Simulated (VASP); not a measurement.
Set up this calculation in VASP 6.6.1, as the native input.

| Item | Value |
| --- | --- |
| Task | single point |
| Functional | PBE |
| Potentials or basis | VASP PAW PBE potentials, release 64 (Sn_d, Ge_d, Te) |
| Cutoff | 520 eV |
| k mesh | 3 × 3 × 3 |
| Occupations | gaussian, width 0.1 eV |
| Spin | no spin polarisation |
| Dipole correction | no |
| Further INCAR settings | ALGO = Normal; EDIFF = 1e-07; NBANDS = 50 |

The structure of Sn3GeTe4 lies in POSCAR:

```
Sn3GeTe4
1.0
    4.4691808000      2.5802827000      3.7486669000
   -4.4691808000      2.5802827000      3.7486669000
    0.0000000000     -5.1605655000      3.7486669000
Sn Ge Te
3 1 4
Direct
    0.5041760000      0.0047320000      0.0047320000
    0.0047320000      0.5041760000      0.0047320000
    0.0047320000      0.0047320000      0.5041760000
    0.4820330000      0.4820330000      0.4820330000
    0.0348730000      0.5170250000      0.5170250000
    0.5170250000      0.0348730000      0.5170250000
    0.5170250000      0.5170250000      0.0348730000
    0.0194040000      0.0194040000      0.0194040000
```

These files were run (other wordings do the same):

INCAR

```
SYSTEM = Sn3GeTe4
PREC = Accurate
ENCUT = 520
EDIFF = 1E-7
ISMEAR = 0
SIGMA = 0.1
LREAL = .False.
LASPH = .True.
NELM = 80
ALGO = Normal
ISIF = 2
LWAVE = .False.
LCHARG = .False.
GGA = PE
NBANDS = 50
```

KPOINTS

```
Automatic mesh
0
Gamma
  3 3 3
  0 0 0
```

Potentials or basis: VASP PAW PBE potentials, release 64 (Sn_d, Ge_d, Te).

Launch:

```console
$ cat potpaw_PBE.64/Sn_d/POTCAR potpaw_PBE.64/Ge_d/POTCAR potpaw_PBE.64/Te/POTCAR > POTCAR
$ mpirun -np 1 vasp_std > vasp.out
```

Results of the run:

The pressure is 0.0 GPa, the largest force is 0.051 eV/Å and the band gap on the k mesh is 1.23 eV, direct.

Caveat: spin-orbit coupling is left out, which moves the levels of the heavy elements.

It took 2.9 min on 1 thread of Oxide Virtual Turin-like Processor, on a shared host, peak memory 0.33 GiB.
